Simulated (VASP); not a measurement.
# Na4TmSb (P4/mmm) in VASP: relaxation of cell and atoms with PBE

Aim: the relaxation of cell and atoms of Na4TmSb with PBE.

Program: VASP 6.6.1. These are calculated values, not measurements. Logs are shortened: lines on timing, memory, paths and dates and some standing lists are left out, and cuts for length are marked.

**1. The cell of the first run**

Symmetry: P4/mmm, No. 123, tetragonal system. The conventional cell has a = 9.213 Å, b = 9.213 Å, c = 3.225 Å, α = 90.00°, β = 90.00°, γ = 90.00°. Within 4.0 Å of Na (site symmetry m2m) lie 1 Sb at 3.03 Å and 2 Na at 3.23 Å and 1 Tm at 3.49 Å. Tm (site symmetry 4/mmm) has 2 Tm at 3.23 Å and 4 Na at 3.49 Å within 4.2 Å. Within 4.0 Å of Sb (site symmetry 4/mmm) lie 4 Na at 3.03 Å and 2 Sb at 3.23 Å.

The cell was generated, and may not be a known phase.

**2. Relaxation of cell and atoms, PBE**

File INCAR:

```
SYSTEM = Na4TmSb
PREC = Accurate
ENCUT = 500
EDIFF = 1E-7
ISMEAR = 0
SIGMA = 0.1
LREAL = .False.
LASPH = .True.
NELM = 200
ALGO = Normal
ISIF = 3
LWAVE = .False.
LCHARG = .False.
GGA = PE
IBRION = 2
NSW = 100
EDIFFG = -0.01
GGA_COMPAT = .False.
NELMIN = 4
LMAXMIX = 6
```

File KPOINTS:

```
Automatic mesh
0
Gamma
  4 4 12
  0 0 0
```

File POSCAR:

```
Na4TmSb
1.0
    9.2126319296      0.0000000000      0.0000000000
    0.0000000000      9.2126319296      0.0000000000
    0.0000000000      0.0000000000      3.2251287216
Na Tm Sb
4 1 1
Direct
    0.2676137726      0.2676137726      0.5000000000
    0.7323862274      0.7323862274      0.5000000000
    0.2676137726      0.7323862274      0.5000000000
    0.7323862274      0.2676137726      0.5000000000
    0.0000000000      0.0000000000      0.5000000000
    0.5000000000      0.5000000000      0.5000000000
```

Potentials or basis: VASP PAW PBE potentials, release 64 (Na_pv, Tm_3, Sb), 4f in core.

The run is started by

```bash
$ cat potpaw_PBE.64/Na_pv/POTCAR potpaw_PBE.64/Tm_3/POTCAR potpaw_PBE.64/Sb/POTCAR > POTCAR
$ mpirun -np 1 vasp_std > vasp.out
```

OUTCAR:

```text
SYSTEM = Na4TmSb
   PREC = Accurate
   ENCUT = 500
   EDIFF = 1E-7
   ISMEAR = 0
   LREAL = .False.
   LASPH = .True.
   NELM = 200
   ISIF = 3
   GGA = PE
   IBRION = 2
   NSW = 100
   EDIFFG = -0.01
   NELMIN = 4

 ion  position               nearest neighbor table
   1  0.268  0.268  0.500-   6 3.03
   2  0.732  0.732  0.500-   6 3.03
   3  0.268  0.732  0.500-   6 3.03
   4  0.732  0.268  0.500-   6 3.03
   5  0.000  0.000  0.500-
   6  0.500  0.500  0.500-   1 3.03   2 3.03   3 3.03   4 3.03

  LATTYP: Found a simple tetragonal cell.
 ALAT       =     9.2126319296
 C/A-ratio  =     0.3500768017

  Lattice vectors:

 A1 = (   9.2126319296,   0.0000000000,   0.0000000000)
 A2 = (   0.0000000000,   9.2126319296,   0.0000000000)
 A3 = (   0.0000000000,   0.0000000000,   3.2251287216)

Analysis of symmetry for initial positions (statically):
=====================================================================
 Subroutine PRICEL returns:
 Original cell was already a primitive cell.

 Routine SETGRP: Setting up the symmetry group for a
 simple tetragonal supercell.

 Subroutine GETGRP returns: Found 16 space group operations
 (whereof 16 operations were pure point group operations)
 out of a pool of 16 trial point group operations.

The static configuration has the point symmetry D_4h.

Analysis of symmetry for dynamics (positions and initial velocities):
=====================================================================
 Subroutine PRICEL returns:
 Original cell was already a primitive cell.

 Routine SETGRP: Setting up the symmetry group for a
 simple tetragonal supercell.

 Subroutine GETGRP returns: Found 16 space group operations
 (whereof 16 operations were pure point group operations)
 out of a pool of 16 trial point group operations.

The dynamic configuration has the point symmetry D_4h.

 Subroutine INISYM returns: Found 16 space group operations
 (whereof 16 operations are pure point group operations),
 and found     1 'primitive' translations

----------------------------------------------------------------------------------------

                                     Primitive cell

  volume of cell :     273.7250

  direct lattice vectors                    reciprocal lattice vectors
     9.212631930  0.000000000  0.000000000     0.108546614  0.000000000  0.000000000
     0.000000000  9.212631930  0.000000000     0.000000000  0.108546614  0.000000000
     0.000000000  0.000000000  3.225128722     0.000000000  0.000000000  0.310065144

  length of vectors
     9.212631930  9.212631930  3.225128722     0.108546614  0.108546614  0.310065144

  position of ions in fractional coordinates (direct lattice)
     0.267613773  0.267613773  0.500000000
     0.732386227  0.732386227  0.500000000
     0.267613773  0.732386227  0.500000000
     0.732386227  0.267613773  0.500000000
     0.000000000  0.000000000  0.500000000
     0.500000000  0.500000000  0.500000000

  ion indices of the primitive-cell ions
   primitive index   ion index
                 1           1
                 2           2
                 3           3
                 4           4
                 5           5
                 6           6

----------------------------------------------------------------------------------------

 KPOINTS: Automatic mesh

Automatic generation of k-mesh.
 Grid dimensions read from file:
 generate k-points for:    4    4   12

 Generating k-lattice:

  Cartesian coordinates                     Fractional coordinates (reciprocal lattice)
     0.027136653  0.000000000  0.000000000     0.250000000  0.000000000  0.000000000
     0.000000000  0.027136653  0.000000000     0.000000000  0.250000000  0.000000000
     0.000000000  0.000000000  0.025838762     0.000000000  0.000000000  0.083333333

  Length of vectors
     0.027136653  0.027136653  0.025838762

  Shift w.r.t. Gamma in fractional coordinates (k-lattice)
     0.000000000  0.000000000  0.000000000

 Subroutine IBZKPT returns following result:
 ===========================================

 Found     42 irreducible k-points:

 Following reciprocal coordinates:
            Coordinates               Weight
  0.000000  0.000000  0.000000      1.000000
  0.250000  0.000000  0.000000      4.000000
  0.500000  0.000000  0.000000      2.000000
  0.250000  0.250000  0.000000      4.000000
  0.500000  0.250000  0.000000      4.000000
  0.500000  0.500000  0.000000      1.000000
[... 16 lines left out ...]
  0.500000  0.250000  0.250000      8.000000
  0.500000  0.500000  0.250000      2.000000
 [... further k-points ...]
   k-points           NKPTS =     42   k-points in BZ     NKDIM =     42   number of bands    NBANDS=     25
   number of dos      NEDOS =    301   number of ions     NIONS =      6
   total plane-waves  NPLWV = 117600
   dimension x,y,z NGX =    70 NGY =   70 NGZ =   24
   dimension x,y,z NGXF=   140 NGYF=  140 NGZF=   48
   ions per type =               4   1   1
   NGX,Y,Z   is equivalent  to a cutoff of  12.63, 12.63, 12.37 a.u.
   NGXF,Y,Z  is equivalent  to a cutoff of  25.26, 25.26, 24.74 a.u.
 SYSTEM =  Na4TmSb
   PREC   = accura    normal or accurate (medium, high low for compatibility)
   ISTART =      0    job   : 0-new  1-cont  2-samecut
   ICHARG =      2    charge: 1-file 2-atom 10-const
   ISPIN  =      1    spin polarized calculation?
   LNONCOLLINEAR =      F non collinear calculations
   LSORBIT =      F    spin-orbit coupling
   LASPH  =      T    aspherical Exc in radial PAW
   ENCUT  =  500.0 eV  36.75 Ry    6.06 a.u.  16.80 16.80  5.88*2*pi/ulx,y,z
   NELM   =    200;   NELMIN=  4; NELMDL= -5     # of ELM steps
   EDIFF  = 0.1E-06   stopping-criterion for ELM
   LREAL  =      F    real-space projection
   EDIFFG = -.1E-01   stopping-criterion for IOM
   NSW    =    100    number of steps for IOM
   IBRION =      2    ionic relax: 0-MD 1-quasi-New 2-CG
   NFREE  =      1    steps in history (QN), initial steepest desc. (CG)
   ISIF   =      3    stress and relaxation
   ISYM   =      2    0-nonsym 1-usesym 2-fastsym
   POTIM  = 0.5000    time-step for ionic-motion
   TEBEG  =    0.0;   TEEND  =   0.0 temperature during run
   PSTRESS=    0.0 pullay stress
   NELECT =      42.0000    total number of electrons
   NUPDOWN=      -1.0000    fix difference up-down
   EMIN   =  10.00;   EMAX   =-10.00  energy-range for DOS
   EFERMI =   0.00;   METHOD = LEGACY
   ISMEAR =     0;   SIGMA  =   0.10  broadening in eV -4-tet -1-fermi 0-gaus
   EFERMI_NEDOS =   21; number of points for ismear=-14 and -15
   IALGO  =     38    algorithm
   IMIX   =      4    mixing-type and parameters
     AMIX     =   0.40;   BMIX     =  1.00
     AMIX_MAG =   1.60;   BMIX_MAG =  1.00
  volume/ion in A,a.u.               =      45.62       307.86
  Fermi-wavevector in a.u.,A,eV,Ry     =   0.876435  1.656222 10.451159  0.768138
  Thomas-Fermi vector in A             =   1.996245
   LORBIT       =      0    0 simple, 1 ext, 2 COOP (PROOUT), +10 PAW based schemes
   GGA     = PE    functional components
   LHFCALC =     F    Hartree Fock is set to
   AEXX    =    0.0000 exact exchange contribution
   IVDW    =     0    specifies the selected vdW correction
   LEPSILON=     F    determine dielectric tensor
   LRPA    =     F    only Hartree local field effects (RPA)
 conjugate gradient relaxation of ions
 non-spin polarized calculation
 Gauss-broadening in eV      SIGMA  =   0.10
  energy-cutoff  :      500.00
  volume of cell :      273.73
 maximum number of plane-waves:      7000
 NGX is ok and might be reduce to    70
   NGX = 33   NGY = 33   NGZ = 11

--------------------------------------- Ionic step        1  -------------------------------------------

 number of electron      41.9999972 magnetization

 Free energy of the ion-electron system (eV)
  ---------------------------------------------------
  ext. energy  EPLUGINS =         0.00000000
  ---------------------------------------------------
  free energy    TOTEN  =       -11.56552413 eV

  energy without entropy =      -11.49919404  energy(sigma->0) =      -11.53235909

------------------------ aborting loop because EDIFF is reached ----------------------------------------

  FORCE on cell =-STRESS in cart. coord.  units (eV):
  Direction    XX          YY          ZZ          XY          YZ          ZX
  --------------------------------------------------------------------------------------
  -------------------------------------------------------------------------------------
  Total       -0.0874672     -0.0874672      0.6239603      0.0000000      0.0000000     -0.0000000
  in kB       -0.5119660     -0.5119660      3.6521876      0.0000000      0.0000000     -0.0000000
  external PRESSURE =       0.8760852 kB  Pullay stress =       0.0000000 kB

 VOLUME and BASIS-vectors are now :
 -----------------------------------------------------------------------------
  energy-cutoff  :      500.00
  volume of cell :      273.73
      direct lattice vectors                 reciprocal lattice vectors
     9.212631930  0.000000000  0.000000000     0.108546614  0.000000000  0.000000000
     0.000000000  9.212631930  0.000000000     0.000000000  0.108546614  0.000000000
     0.000000000  0.000000000  3.225128722     0.000000000  0.000000000  0.310065144
[... 41 lines left out ...]
 POSITION                                       TOTAL-FORCE (eV/Angst)
 -----------------------------------------------------------------------------------
      2.46293      2.46293      1.62065        -0.009717     -0.009717      0.000000
      6.74322      6.74322      1.62065         0.009717      0.009717     -0.000000
      2.46293      6.74322      1.62065        -0.009717      0.009717      0.000000
      6.74322      2.46293      1.62065         0.009717     -0.009717     -0.000000
      0.00000      0.00000      1.62065        -0.000000      0.000000      0.000000
      4.60308      4.60308      1.62065        -0.000000      0.000000      0.000000
 -----------------------------------------------------------------------------------
    total drift:                                0.000000      0.000000      0.000000

  FREE ENERGIE OF THE ION-ELECTRON SYSTEM (eV)
  ---------------------------------------------------
  free  energy   TOTEN  =       -11.5682073314 eV

  energy  without entropy=      -11.5021725171  energy(sigma->0) =      -11.53518992

--------------------------------------- Ionic step        3  -------------------------------------------

 number of electron      41.9999970 magnetization

 Free energy of the ion-electron system (eV)
  ---------------------------------------------------
  ext. energy  EPLUGINS =         0.00000000
  ---------------------------------------------------
  free energy    TOTEN  =       -11.56962970 eV

  energy without entropy =      -11.50375998  energy(sigma->0) =      -11.53669484

 E-fermi :   0.2662     XC(G=0):  -6.3761

 val. band max:        0.2656053840   @ k =   0.5000   0.0000   0.3333
 cond. band min:       0.2727197179   @ k =   0.0000   0.0000   0.0833
 fundamental gap:      0.0071143339
 Fermi energy:         0.2661769966

 k-point     1 :       0.0000    0.0000    0.0000
  band No.  band energies     occupation
      1     -26.3205      2.00000
      2     -26.3205      2.00000
      3     -25.7732      2.00000
      4     -24.4246      2.00000
      5     -24.4232      2.00000
      6     -24.4232      2.00000
[... 17 lines left out ...]
     24       0.2912      0.72352
     25       1.5045      0.00000
[... 621 lines left out ...]
      3     -26.0378      2.00000
      4     -24.4384      2.00000
      5     -24.4382      2.00000
      6     -24.4382      2.00000
[... 17 lines left out ...]
     24       1.4587      0.00000
     25       1.5096      0.00000

 [... further k-points ...]
[... 5 lines left out ...]
  --------------------------------------------------------------------------------------
  -------------------------------------------------------------------------------------
  Total       -0.0164295     -0.0164295      0.0480342      0.0000000     -0.0000000     -0.0000000
  in kB       -0.0953945     -0.0953945      0.2789011      0.0000000     -0.0000000     -0.0000000
  external PRESSURE =       0.0293707 kB  Pullay stress =       0.0000000 kB

 VOLUME and BASIS-vectors are now :
 -----------------------------------------------------------------------------
  energy-cutoff  :      500.00
  volume of cell :      275.94
      direct lattice vectors                 reciprocal lattice vectors
     9.198066316  0.000000000 -0.000000000     0.108718503 -0.000000000 -0.000000000
     0.000000000  9.198066316 -0.000000000     0.000000000  0.108718503  0.000000000
     0.000000000  0.000000000  3.261503812     0.000000000  0.000000000  0.306607031

 POSITION                                       TOTAL-FORCE (eV/Angst)
 -----------------------------------------------------------------------------------
      2.45981      2.45981      1.63075        -0.002255     -0.002255      0.000000
      6.73826      6.73826      1.63075         0.002255      0.002255     -0.000000
      2.45981      6.73826      1.63075        -0.002255      0.002255      0.000000
      6.73826      2.45981      1.63075         0.002255     -0.002255     -0.000000
      0.00000      0.00000      1.63075         0.000000     -0.000000     -0.000000
      4.59903      4.59903      1.63075         0.000000     -0.000000     -0.000000
 -----------------------------------------------------------------------------------
    total drift:                                0.000000      0.000000      0.000000

  FREE ENERGIE OF THE ION-ELECTRON SYSTEM (eV)
  ---------------------------------------------------
  free  energy   TOTEN  =       -11.5696297004 eV

  energy  without entropy=      -11.5037599789  energy(sigma->0) =      -11.53669484

 reached required accuracy - stopping structural energy minimisation
```

Run time: 5.9 min. Hardware: 1 thread of Intel Xeon 6975P-C (Granite Rapids), shared host; peak memory 0.54 GiB.

What came out:

- Free energy: -11.5696 eV
- Relaxed volume: 45.99 Å³/atom
- Relaxed cell: a = 9.198 Å, b = 9.198 Å, c = 3.262 Å, α = 90.00°, β = 90.00°, γ = 90.00°
- Space group after relaxing (to 0.1 Å): P4/mmm (No. 123)
- Energy gained by relaxing: 0.7 meV/atom
- Ionic steps: 3
- Pressure after relaxing: 0.0 GPa
- Largest force after relaxing: 0.003 eV/Å
- Band gap on the k mesh: zero (bands 21 and 22 overlap by 0.40 eV)

Forces on the atoms (eV/Å):
```
Na  -0.002 -0.002  0.000
Na   0.002  0.002  0.000
Na  -0.002  0.002  0.000
Na   0.002 -0.002  0.000
Tm   0.000  0.000  0.000
Sb   0.000  0.000  0.000
```

The path:
```
step  energy change (eV)  largest force (eV/Å)  pressure (GPa)  volume (Å³)
   1              0.0000                0.0224            0.09       273.73
   2             -0.0027                0.0137            0.05       274.71
   3             -0.0041                0.0032            0.00       275.94
```

Final structure:
```cif
data_structure
_symmetry_space_group_name_H-M 'P 1'
_symmetry_Int_Tables_number 1
_cell_length_a 9.1981
_cell_length_b 9.1981
_cell_length_c 3.2615
_cell_angle_alpha 90.000
_cell_angle_beta 90.000
_cell_angle_gamma 90.000
_cell_volume 275.94
loop_
_atom_site_label
_atom_site_type_symbol
_atom_site_fract_x
_atom_site_fract_y
_atom_site_fract_z
_atom_site_occupancy
Na1 Na 0.26743 0.26743 0.50000 1
Na2 Na 0.73257 0.73257 0.50000 1
Na3 Na 0.26743 0.73257 0.50000 1
Na4 Na 0.73257 0.26743 0.50000 1
Tm1 Tm 0.00000 0.00000 0.50000 1
Sb1 Sb 0.50000 0.50000 0.50000 1
```

Caveat: spin-orbit coupling is left out, which moves the levels of the heavy elements; the 4f electrons are frozen in the core, so they carry no moment and show no levels. Spin polarisation is off, so any magnetic state and its effect on volume and gap are missing.
